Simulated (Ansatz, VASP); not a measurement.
# LiH: VASP beside Ansatz

File INCAR:

```
SYSTEM = LiH
PREC     = Accurate       ! precision mode
ENCUT    = 520            ! plane-wave cutoff, eV
EDIFF    = 1E-6           ! SCF threshold, eV
ISMEAR   = 0              ! smearing method
SIGMA    = 0.01           ! smearing width, eV
LREAL    = .False.        ! projectors in reciprocal space
LASPH    = .True.         ! aspherical terms in the spheres
NELM     = 100            ! most SCF steps
ALGO     = Normal         ! electronic algorithm
ISIF     = 2              ! what is computed and relaxed
LWAVE    = .False.        ! write WAVECAR
LCHARG   = .True.         ! write CHGCAR
LELF     = .True.         ! ELF
LVHAR    = .True.       
NBANDS   = 9              ! bands
```

Contents of KPOINTS:

```
Automatic mesh
0
Gamma
  10 10 10
  0 0 0
```

POSCAR

```
LiH
1.0
    0.0000000000      1.9544546344      1.9544546344
    1.9544546344      0.0000000000      1.9544546344
    1.9544546344      1.9544546344      0.0000000000
Li H
1 1
Direct
   -0.0025582584     -0.0025582584     -0.0025582584
    0.5000000000      0.5000000000      0.5000000000
```

Input for Ansatz:

```yaml
crystal:
  lattice:
    - [0.0, 1.95445463442, 1.95445463442]
    - [1.95445463442, 0.0, 1.95445463442]
    - [1.95445463442, 1.95445463442, 0.0]
  atoms:
    - { symbol: Li, position: [-0.002558258407, -0.002558258407, -0.002558258407] }
    - { symbol: H, position: [0.5, 0.5, 0.5] }
kpoints:
  mp_grid: { grid: [10, 10, 10] }
scf:
  occupations: { method: fixed }
  convergence: { dr2_threshold: 1.0e-10 }
hamiltonian:
  xc: lda
  pseudopotentials: { kind: all_electron, lapw: { basis_error: 0.0005 } }
output:
  forces: true
  stress: true
  eigenstates:
    kpoints:
      - [0.0, 0.0, 0.0]
      - [0.0, -0.5, -0.5]
      - [-0.5, 0.0, -0.5]
      - [-0.5, -0.5, 0.0]
      - [-0.5, 0.0, 0.0]
      - [0.0, -0.5, 0.0]
      - [0.0, 0.0, -0.5]
      - [-0.5, -0.5, -0.5]
  eigenvalues: true
```

Change from the starting cell: atom 1 moved by [-0.01, -0.01, -0.01] A.

Alike in both runs: task single point; functional LDA; k mesh 10 × 10 × 10; no spin polarisation.

|  | VASP | Ansatz |
| --- | --- | --- |
| version | VASP 6.6.1 | Ansatz 0.2.0 |
| potentials or method | VASP PAW LDA potentials, release 64 (Li_sv, H), cutoff 520 eV | all-electron LAPW, scalar-relativistic |
| occupations | gaussian, width 0.01 eV | fixed |

```csv
,VASP,Ansatz,Ansatz less VASP
gap on the k mesh at the Fermi level (eV),2.53,2.54,+0.012
rms of the force components (eV/Å),0.014,0.014,-0.0001
```

LDA's correlation is that of Perdew and Zunger in VASP and of Perdew and Wang (1992) in Ansatz. Atom by atom the forces differ by 0.000 eV/Å (rms over components). Ansatz ran all-electron here, and VASP with PAW potentials.

Noted on VASP's run: the cutoff is short for stress, so the pressure is rough.
